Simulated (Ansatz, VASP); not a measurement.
# Two plane-wave programs on PtSe2

INCAR

```
  PREC = Accurate
  ENCUT = 600
  EDIFF = 1E-7
  ISMEAR = 0
  SIGMA = 0.1
  LREAL = False
  LASPH = True
  NELM = 100
  ALGO = Normal
  ISIF = 3
  LWAVE = False
  LCHARG = False
  GGA = PE
  IBRION = 2
  NSW = 90
  EDIFFG = -0.04
```

KPOINTS

```
regular mesh
0
Gamma
  4 4 4
```

File POSCAR:

```
PtSe2
1.0
    4.7470350200      0.0000000000      0.0000000000
    0.0000000000      4.7470350200      0.0000000000
    0.0000000000      0.0000000000      3.7790022600
Pt Se
1 2
Direct
    0.5000000000      0.5000000000      0.0000000000
    0.0000000000      0.0000000000      0.2680328300
    0.0000000000      0.0000000000      0.7319671700
```

Input for Ansatz:

```yaml
crystal:
  lattice:
    - [4.74703502, 0.0, 0.0]
    - [0.0, 4.74703502, 0.0]
    - [0.0, 0.0, 3.77900226]
  atoms:
    - { symbol: Pt, position: [0.5, 0.5, 0.0] }
    - { symbol: Se, position: [0.0, 0.0, 0.26803283] }
    - { symbol: Se, position: [0.0, 0.0, 0.73196717] }
basis:
  ecutwfc: 420
kpoints:
  mp_grid: { grid: [4, 4, 4] }
hamiltonian:
  xc: pbe
scf:
  occupations: { method: gaussian, width: 0.1 }
  lower_state_search: "off"
output:
  forces: true
  stress: true
  eigenvalues: true
relax:
  adjacent_minimum: "off"
  f_tol: 0.04
  max_steps: 70
  cell: { stress_tol: 0.4 }
```

Alike in both runs: task relaxation of cell and atoms; functional PBE; k mesh 4 × 4 × 4; occupations gaussian, width 0.1 eV; no spin polarisation.

|  | VASP | Ansatz |
| --- | --- | --- |
| version | VASP 6.6.1 | Ansatz 0.2.0 |
| potentials or method | VASP PAW PBE potentials, release 64 (Pt, Se), cutoff 600 eV | scalar-relativistic, plane waves, PAW |
| valence electrons in the cell | 22 | 50 |

```tsv
	VASP	Ansatz	Ansatz less VASP
gap on the k mesh at the Fermi level, each at its own relaxed structure (eV)	none	none	-
relaxed volume (Å³/atom)	20.77	20.68	-0.091
relaxed cell length with the largest relative difference (Å)	5.669	5.706	+0.0373
```

A gap of «none» marks a metal or a gap that the smearing closes. VASP's potentials hold 22 valence electrons a cell and Ansatz's 50, so a difference there can come from the potentials and not from the codes.

The k mesh is coarse, so the values compare programs but aren't converged. Neither program's run includes spin-orbit coupling. Noted on VASP's run: the volume moved by over 15 % at a fixed basis, so the end points are rough.
